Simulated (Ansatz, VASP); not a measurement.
# Al4Ir: VASP beside Ansatz

```xyz
5
Lattice="3.3764 0.0000 0.0000 0.0000 3.3764 0.0000 0.0000 0.0000 6.7038" Properties=species:S:1:pos:R:3 pbc="T T T"
Al    0.0000    0.0000    1.7582
Al    0.0000    0.0000    4.9456
Al    1.6882    1.6882    1.5427
Al    1.6882    1.6882    5.1611
Ir    1.6882    1.6882    0.0000
```

Alike in both runs: task relaxation of cell and atoms; functional PBE; k mesh 6 × 6 × 4; occupations gaussian, width 0.1 eV; no spin polarisation.

|  | VASP | Ansatz |
| --- | --- | --- |
| version | VASP 6.6.1 | Ansatz 0.2.0 |
| potentials or method | VASP PAW PBE potentials, release 64 (Al, Ir), cutoff 600 eV | scalar-relativistic, plane waves, PAW |
| valence electrons in the cell | 21 | 29 |

|  | VASP | Ansatz | Ansatz less VASP |
| --- | --- | --- | --- |
| gap on the k mesh at the Fermi level, each at its own relaxed structure (eV) | none | none | - |
| relaxed volume (Å³/atom) | 16.45 | 16.44 | -0.006 |
| relaxed cell length with the largest relative difference (Å) | 2.908 | 2.907 | -0.0009 |

A gap of «none» marks a metal or a gap that the smearing closes. VASP's potentials hold 21 valence electrons a cell and Ansatz's 29, so a difference there can come from the potentials and not from the codes.

Spin-orbit coupling is off throughout.
